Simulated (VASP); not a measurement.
Runs of VASP 6.6.1 on Pt. The structure is that of space group I4/mmm (No. 139), or close to it. The cells are those of the table. 

| cell | further INCAR settings | gap on the mesh (eV) | pressure (GPa) |
| --- | --- | --- | --- |
| a = 2.718 Å, angles 105.4, 105.4, 118.0°, 1 atom | ALGO = Fast; EDIFF = 1e-07; NBANDS = 11 | none | -1.2 |
| a = 2.770 Å, angles 101.5, 101.5, 126.9°, 1 atom | ALGO = Fast; EDIFF = 1e-06; NBANDS = 11 | none | 11.1 |
| a = 2.724 Å, angles 114.7, 114.7, 99.4°, 1 atom | ALGO = Fast; EDIFF = 1e-07; NBANDS = 11 | none | -1.7 |
| a = 2.738 Å, angles 103.5, 103.5, 122.2°, 1 atom | ALGO = Fast; EDIFF = 1e-07; NBANDS = 11 | none | (a) |

Alike in all rows: task single point; level PBEsol; potentials or basis VASP PAW PBE potentials, release 64 (Pt); no spin polarisation; k mesh 30 × 30 × 30; cutoff (eV) 520; smearing gaussian 0.15 eV.

Q: Fill in the values left out.

A: (a) 1.0.

Caveats: the PAW data sets were made with another functional, which shifts forces and pressure a little; spin-orbit coupling is left out, which moves the levels of the heavy elements; the stress differs along the axes, from -8 to 2 GPa (at least some runs); the stress differs along the axes, from -8 to 50 GPa (at least some runs); the stress differs along the axes, from -4 to 3 GPa (at least some runs); the stress differs along the axes, from -3 to 8 GPa (at least some runs).

A k mesh can miss the band edges, and the runs leave out spin-orbit coupling on Pt.

A gap of «none» marks levels without a gap at the run's occupations.
